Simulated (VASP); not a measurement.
Here is a VASP 6.6.1 calculation.

Contents of POSCAR:

```
W
1.0
   -1.5841843287      1.5841843287      1.5841843287
    1.5841843287     -1.5841843287      1.5841843287
    1.5841843287      1.5841843287     -1.5841843287
W
1
Direct
    0.0000000000      0.0000000000      0.0000000000
```

File INCAR.step1:

```
SYSTEM = W
PREC = Accurate ; ENCUT = 520
ISMEAR = 0 ; SIGMA = 0.15
LREAL = .False. ; LASPH = .True.
NELM = 80 ; NBANDS = 13
GGA = PE ; ALGO = Normal
EDIFF = 1E-4 ; LWAVE = .True.
LCHARG = .False.
```

The input INCAR.step2:

```
SYSTEM = W
PREC = Accurate ; ENCUT = 520
EDIFF = 1E-7 ; ISMEAR = 0
SIGMA = 0.15 ; LREAL = .False.
LASPH = .True. ; NELM = 80
ALGO = Normal ; ISIF = 2
LWAVE = .False. ; LCHARG = .False.
METAGGA = R2SCAN ; LMIXTAU = .True.
NBANDS = 13 ; ISTART = 1
```

Contents of KPOINTS:

```
Automatic mesh
0
Gamma
  30 30 30
  0 0 0
```

Potentials or basis: VASP PAW PBE potentials, release 64 (W_sv).

Launch:

```console
$ cat potpaw_PBE.64/W_sv/POTCAR > POTCAR
$ cp INCAR.step1 INCAR
$ mpirun -np 1 vasp_std > vasp.out
$ cp INCAR.step2 INCAR
$ mpirun -np 1 vasp_std > vasp.out
```

Q: Predict the pressure.

A: 1.3 GPa.

Q: Predict the band gap on the k mesh.

A: Zero (band 7 reaches 16.56 eV, above the bottom of band 8 at 9.97 eV).

Caveat: the PAW data sets were made with another functional, which shifts forces and pressure a little; spin-orbit coupling is left out, which moves the levels of the heavy elements.
